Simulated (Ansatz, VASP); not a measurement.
# TiO2 in VASP and in Ansatz

```
Ti O
1.0
    -1.84505    1.84505    5.02030
     1.84505   -1.84505    5.02030
     1.84505    1.84505   -5.02030
Ti O
2 4
Direct
  0.00000 0.00000 0.00000
  0.75000 0.25000 0.50000
  0.20523 0.20523 0.00000
  0.95523 0.45523 0.50000
  0.54477 0.04477 0.50000
  0.79477 0.79477 0.00000
```

Alike in both runs: task single point; functional PBE; k mesh 8 × 8 × 8; occupations gaussian, width 0.05 eV; no spin polarisation; Hubbard terms Ti d U = 4.0 eV.

|  | VASP | Ansatz |
| --- | --- | --- |
| version | VASP 6.6.1 | Ansatz 0.2.0 |
| potentials or method | VASP PAW PBE potentials, release 64 (Ti_sv, O), cutoff 520 eV | scalar-relativistic, plane waves, PAW |
| valence electrons in the cell | 48 | 48 |

```tsv
	VASP	Ansatz	Ansatz less VASP
gap on the k mesh at the Fermi level (eV)	2.85	2.78	-0.069
least direct gap on the mesh (eV)	3.20	3.13	-0.069
pressure (GPa)	14.6	9.7	-4.93
traceless stress, the component that is largest in VASP (GPa)	-11.26	-9.38	+1.872
rms of the force components (eV/Å)	0.195	0.231	+0.0362
```

The programs project onto different local orbitals, so the same U acts differently, and such runs can settle in different states. Atom by atom the forces differ by 0.036 eV/Å (rms over components).
